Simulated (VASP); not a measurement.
Here is a VASP 6.6.1 calculation.

File INCAR:

```
SYSTEM = Li
PREC = Accurate
ENCUT = 520
EDIFF = 1E-6
ISMEAR = 0
SIGMA = 0.15
LREAL = .False.
LASPH = .True.
NELM = 80
ALGO = Normal
ISIF = 2
LWAVE = .False.
LCHARG = .True.
GGA = CA
LELF = .True.
LVHAR = .True.
NBANDS = 8
```

Contents of KPOINTS:

```
Automatic mesh
0
Gamma
  20 20 20
  0 0 0
```

Contents of POSCAR:

```
Li
1.0
   -1.8550000000      1.7500000000      1.7500000000
    1.8550000000     -1.7500000000      1.7500000000
    1.8550000000      1.7500000000     -1.7500000000
Li
1
Direct
    0.0000000000      0.0000000000      0.0000000000
```

Potentials or basis: VASP PAW LDA potentials, release 64 (Li_sv).

The run is started by

```bash
$ cat potpaw_LDA.64/Li_sv/POTCAR > POTCAR
$ mpirun -np 1 vasp_std > vasp.out
```

(1) Predict the band gap on the k mesh.

## Answers

(1) zero (an odd number of electrons rules out a gap without spin polarisation).

Caveat: the cell differs from its parent crystal (strain +0.0600 x Voigt [1, 0, 0, 0, 0, 0]).
